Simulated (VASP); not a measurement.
Se:

```
Se
1.0
     4.36620    0.00000    0.00000
    -2.18310    3.78124    0.00000
     0.00000    0.00000    4.95360
Se
3
Direct
  0.77460 0.77460 0.00000
  0.00000 0.22540 0.66667
  0.22540 0.00000 0.33333
```

```yaml
Program: VASP 6.6.1
Task: relaxation of cell and atoms
Functional: LAK
Potentials_or_basis: VASP PAW PBE potentials, release 64 (Se)
Cutoff: 320 eV
k_mesh: 5 × 5 × 4
Occupations: gaussian, width 0.03 eV
Spin: no spin polarisation
```

At the start: pressure 3.3 GPa; volume 27.26 Å³/atom.

Q: Where does the relaxation end?

A: Over 15 steps the energy falls by 31.8 meV/atom and the volume is 31.33 Å³/atom (+14.9 %); space group P3_121 (No. 152, to 0.1 Å) before and after.

Step by step:
```csv
step,energy change (eV),largest force (eV/Å),pressure (GPa),volume (Å³)
1,0.0000,0.0496,3.27,81.78
2,-0.0248,0.6851,-1.57,88.55
3,-0.0402,0.4208,0.12,85.85
4,-0.0622,0.2760,0.13,87.38
5,-0.0824,0.0408,0.30,90.38
6,-0.0829,0.1044,0.35,90.95
7,-0.0889,0.0330,-0.31,93.02
8,-0.0893,0.0768,-0.51,93.70
9,-0.0930,0.0095,-0.16,94.05
10,-0.0934,0.0179,-0.03,94.18
11,-0.0934,0.0206,-0.02,94.20
12,-0.0934,0.0109,-0.03,94.16
13,-0.0935,0.0068,-0.06,94.11
14,-0.0935,0.0006,-0.01,93.99
15,-0.0953,0.0010,0.01,93.99
```

Final structure:
```
Se
1.0
     4.66191    0.00000    0.00000
    -2.33096    4.03733    0.00000
     0.00000    0.00000    4.99370
Se
3
Direct
  0.78949 0.78949 0.00000
  0.00000 0.21051 0.66667
  0.21051 0.00000 0.33333
```

Where two steps share one volume, the run began anew on that cell with a basis built for it.

Caveat: the PAW data sets were made with another functional, which shifts forces and pressure a little.
